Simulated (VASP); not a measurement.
Input of a VASP 6.6.1 run:

The input POSCAR:

```
BeAu3
1.0
    4.0117060000      0.0000000000      0.0000000000
    0.0000000000      4.0117060000      0.0000000000
    0.0000000000      0.0000000000      4.0117060000
Au Be
3 1
Direct
    0.5000000000      0.5000000000      0.0000000000
    0.5000000000      0.0000000000      0.5000000000
    0.0000000000      0.5000000000      0.5000000000
    0.0000000000      0.0000000000      0.0000000000
```

File INCAR.step1:

```
SYSTEM = BeAu3
PREC     = Accurate       ! precision mode
ENCUT    = 520            ! plane-wave cutoff, eV
ISMEAR   = -1             ! smearing method
SIGMA    = 0.1            ! smearing width, eV
LREAL    = .FALSE.        ! projectors in reciprocal space
LASPH    = .TRUE.         ! aspherical terms in the spheres
NELM     = 100            ! most SCF steps
NBANDS   = 26             ! bands
GGA      = PE             ! functional
ALGO     = Normal         ! electronic algorithm
EDIFF    = 1E-4           ! SCF threshold, eV
LWAVE    = .TRUE.         ! write WAVECAR
LCHARG   = .FALSE.        ! write CHGCAR
```

File INCAR.step2:

```
SYSTEM = BeAu3
PREC     = Accurate       ! precision mode
ENCUT    = 520            ! plane-wave cutoff, eV
EDIFF    = 1E-7           ! SCF threshold, eV
ISMEAR   = -1             ! smearing method
SIGMA    = 0.1            ! smearing width, eV
LREAL    = .FALSE.        ! projectors in reciprocal space
LASPH    = .TRUE.         ! aspherical terms in the spheres
NELM     = 100            ! most SCF steps
ALGO     = Normal         ! electronic algorithm
ISIF     = 2              ! what is computed and relaxed
LWAVE    = .FALSE.        ! write WAVECAR
LCHARG   = .FALSE.        ! write CHGCAR
METAGGA  = R2SCAN         ! meta-GGA
LMIXTAU  = .TRUE.       
NBANDS   = 26             ! bands
ISTART   = 1
```

File KPOINTS:

```
regular mesh
0
G
  6 6 6
  0 0 0
```

Potentials or basis: VASP PAW PBE potentials, release 64 (Au, Be).

Command:

```bash
$ cat potpaw_PBE.64/Au/POTCAR potpaw_PBE.64/Be/POTCAR > POTCAR
$ cp INCAR.step1 INCAR
$ mpirun -np 1 vasp_std > vasp.out
$ cp INCAR.step2 INCAR
$ mpirun -np 1 vasp_std > vasp.out
```

Estimate the pressure.

-4.2 GPa.

Predict the band gap on the k mesh.

zero (an odd number of electrons rules out a gap without spin polarisation).

Caveat: the cell stands under tension; the PAW data sets were made with another functional, which shifts forces and pressure a little; spin-orbit coupling is left out, which moves the levels of the heavy elements.
